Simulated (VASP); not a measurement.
A run of VASP 6.6.1:

Contents of INCAR:

```
SYSTEM = MoS2
PREC = Accurate ; ENCUT = 520
EDIFF = 1E-6 ; ISMEAR = 0
SIGMA = 0.01 ; LREAL = .False.
LASPH = .True. ; NELM = 80
ALGO = Normal ; ISIF = 2
LWAVE = .False. ; LCHARG = .True.
GGA = PS ; LELF = .True.
LVHAR = .True. ; NBANDS = 20
```

The input KPOINTS:

```
Automatic mesh
0
Gamma
  8 8 8
  0 0 0
```

POSCAR

```
MoS2
1.0
    1.5715694881      0.9073460670      6.2493476413
   -1.5715694881      0.9073460670      6.2493476413
    0.0000000000     -1.8146921340      6.2493476413
Mo S
1 2
Direct
    0.0001005395      0.0001005395      0.0001005395
    0.2503521413      0.2503521413      0.2503521413
    0.4165473192      0.4165473192      0.4165473192
```

Potentials or basis: VASP PAW PBE potentials, release 64 (Mo_sv, S).

Launch:

```bash
$ cat potpaw_PBE.64/Mo_sv/POTCAR potpaw_PBE.64/S/POTCAR > POTCAR
$ mpirun -np 1 vasp_std > vasp.out
```

Hardware: 1 thread of Intel(R) Xeon(R) Platinum 8375C CPU @ 2.90GHz (Ice Lake) (shared host).

**Question.** How long does it take, and how much memory?

**Answer.** Wall time 3.7 min on 1 thread of Intel(R) Xeon(R) Platinum 8375C CPU @ 2.90GHz (Ice Lake), with other jobs on the host, peak memory 0.34 GiB. Counts: scf iterations 14, k points 65.
